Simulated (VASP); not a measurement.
A run of VASP 6.6.1 is set up as follows.

File INCAR:

```
PREC     = Accurate       # precision mode
ENCUT    = 520            # plane-wave cutoff, eV
EDIFF    = 1E-7           # SCF threshold, eV
ISMEAR   = -1             # smearing method
SIGMA    = 0.05           # smearing width, eV
LREAL    = False          # projectors in reciprocal space
LASPH    = True           # aspherical terms in the spheres
NELM     = 80             # most SCF steps
ALGO     = Normal         # electronic algorithm
ISIF     = 2              # what is computed and relaxed
LWAVE    = False          # write WAVECAR
LCHARG   = True           # write CHGCAR
LELF     = True           # ELF
LVHAR    = True         
NBANDS   = 32             # bands
```

The input KPOINTS:

```
regular mesh
0
Gamma
  8 8 8
```

POSCAR

```
Bi2Se3
1.0
    2.0435033248      1.1798171946      9.4163265280
   -2.0435033248      1.1798171946      9.4163265280
    0.0000000000     -2.3596343894      9.4163265280
Bi Se
2 3
Direct
    0.5992000000      0.5992000000      0.5992000000
    0.4008000000      0.4008000000      0.4008000000
    0.7883000000      0.7883000000      0.7883000000
    0.2117000000      0.2117000000      0.2117000000
    0.0000000000      0.0000000000      0.0000000000
```

Potentials or basis: VASP PAW LDA potentials, release 64 (Bi_d, Se).

The run is started by

```bash
$ cat potpaw_LDA.64/Bi_d/POTCAR potpaw_LDA.64/Se/POTCAR > POTCAR
$ mpirun -np 1 vasp_std > vasp.out
```

**Question.** What does it give for the largest force?

**Answer.** 0.349 eV/Å.

**Question.** Predict the pressure.

**Answer.** 1.1 GPa.

**Question.** Estimate the band gap on the k mesh.

**Answer.** 0.06 eV.

Forces in eV/Å, atoms in the order of the input:
```
Bi   0.000  0.000  0.263
Bi   0.000  0.000 -0.263
Se   0.000  0.000  0.349
Se   0.000  0.000 -0.349
Se   0.000  0.000  0.000
```

Caveat: spin-orbit coupling is left out, which moves the levels of the heavy elements. A k mesh can miss the band edges.
